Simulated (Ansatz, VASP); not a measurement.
One calculation of BN, two programs

```
B N
1.0
     0.00000    1.78637    1.78637
     1.78637    0.00000    1.78637
     1.78637    1.78637    0.00000
B N
1 1
Direct
  0.00000 0.00000 0.00000
  0.25000 0.25000 0.25000
```

Change from the starting cell: strained cell.

Alike in both runs: functional r2SCAN; k mesh 10 × 10 × 10; occupations gaussian, width 0.02 eV; no spin polarisation.

Ansatz relaxed the structure, and its values are those at the end. VASP's run is a single point on that final structure, the one shown.

|  | VASP | Ansatz |
| --- | --- | --- |
| version | VASP 6.6.1 | Ansatz 0.2.0 |
| potentials or method | VASP PAW PBE potentials, release 64 (B, N), cutoff 660 eV | scalar-relativistic, plane waves, PAW |
| valence electrons in the cell | 8 | 8 |

|  | VASP | Ansatz | Ansatz less VASP |
| --- | --- | --- | --- |
| gap on the k mesh at the Fermi level (eV) | 5.02 | 5.03 | +0.013 |
| least direct gap on the mesh (eV) | 9.70 | 9.73 | +0.032 |
| pressure (GPa) | 14.1 | 12.5 | -1.65 |

VASP's potentials were made for PBE, not for r2SCAN. Ansatz's warnings: stress scf threshold loose.
